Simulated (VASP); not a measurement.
A run of VASP 6.6.1:

File INCAR:

```
PREC     = Accurate       # precision mode
ENCUT    = 500            # plane-wave cutoff, eV
EDIFF    = 1E-6           # SCF threshold, eV
ISMEAR   = 0              # smearing method
SIGMA    = 0.2            # smearing width, eV
LREAL    = False          # projectors in reciprocal space
LASPH    = True           # aspherical terms in the spheres
NELM     = 120            # most SCF steps
ALGO     = Normal         # electronic algorithm
ISIF     = 2              # what is computed and relaxed
LWAVE    = False          # write WAVECAR
LCHARG   = False          # write CHGCAR
GGA      = PE             # functional
NBANDS   = 18             # bands
GGA_COMPAT= False
```

Contents of KPOINTS:

```
regular mesh
0
Gamma
  6 6 6
```

The input POSCAR:

```
B3Pd
1.0
    2.0813033006      1.2016410191      2.5246724455
   -2.0813033006      1.2016410191      2.5246724455
    0.0000000000     -2.4032820435      2.5246724429
B Pd
3 1
Direct
    0.2867282051      0.2867282051      0.2867282051
    0.7132717949      0.7132717949      0.7132717949
    0.5000000000      0.5000000000      0.5000000000
    0.0000000000      0.0000000000      0.0000000000
```

Potentials or basis: VASP PAW PBE potentials, release 64 (B, Pd).

The run is started by

```bash
$ cat potpaw_PBE.64/B/POTCAR potpaw_PBE.64/Pd/POTCAR > POTCAR
$ mpirun -np 1 vasp_std > vasp.out
```

Hardware: 1 thread of Intel(R) Xeon(R) 6975P-C (Granite Rapids) (shared host).

**Question.** How long does it take, and how much memory?

**Answer.** Run time: 14 s on 1 thread of Intel(R) Xeon(R) 6975P-C (Granite Rapids), on a shared host, peak memory 0.16 GiB. Counts: scf iterations 13, k points 32.
